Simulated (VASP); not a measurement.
The system is Bi.

```
Bi
1.0
     3.23838    0.00000    0.00000
     0.00000    3.22164    0.00000
    -0.08045    0.00000    6.44389
Bi
2
Direct
  0.54425 0.00000 0.74958
  0.45575 0.00000 0.25042
```

| Item | Value |
| --- | --- |
| Program | VASP 6.6.1 |
| Task | relaxation of cell and atoms |
| Functional | PBEsol |
| Potentials or basis | VASP PAW PBE potentials, release 64 (Bi_d) |
| Cutoff | 600 eV |
| k mesh | 8 × 8 × 4 |
| Occupations | fermi-dirac, width 0.05 eV |
| Spin | no spin polarisation |

At the start: pressure -0.5 GPa; volume 33.61 Å³/atom.

Problem. How do energy, volume and symmetry change on relaxing?

Solution. Over 44 steps the energy falls by 2.7 meV/atom and the volume is 33.23 Å³/atom (-1.1 %); space group P2/m (No. 10, to 0.1 Å) before and after.

Step by step:
```
step  energy change (eV)  largest force (eV/Å)  pressure (GPa)  volume (Å³)
   1              0.0000                0.0126           -0.48        67.23
   3             -0.0021                0.0152            0.12        66.48
   5             -0.0025                0.0162           -0.06        66.70
   7             -0.0038                0.0145           -0.12        66.72
   9             -0.0044                0.0134           -0.16        66.73
  11             -0.0052                0.0133           -0.05        66.56
  13             -0.0052                0.0145           -0.06        66.51
  15             -0.0052                0.0141           -0.04        66.54
  17             -0.0054                0.0074           -0.01        66.49
  19             -0.0054                0.0069            0.01        66.49
  21             -0.0054                0.0058            0.00        66.50
  23             -0.0054                0.0058           -0.01        66.51
  25             -0.0054                0.0043           -0.01        66.50
  27             -0.0054                0.0031           -0.02        66.47
  29             -0.0054                0.0057            0.06        66.45
  31             -0.0054                0.0053            0.05        66.46
  33             -0.0054                0.0037            0.02        66.47
  35             -0.0054                0.0053            0.02        66.47
  37             -0.0054                0.0055            0.02        66.48
  39             -0.0054                0.0074           -0.05        66.56
  41             -0.0054                0.0071           -0.03        66.51
  43             -0.0054                0.0067           -0.03        66.51
  44             -0.0054                0.0049            0.00        66.47
```

Final structure:
```
Bi
1.0
     3.21663    0.00000   -0.07273
     0.00000    3.23543    0.00000
    -0.22330    0.00000    6.39184
Bi
2
Direct
  0.54878 0.00000 0.74942
  0.45122 0.00000 0.25058
```

Caveat: the PAW data sets were made with another functional, which shifts forces and pressure a little.
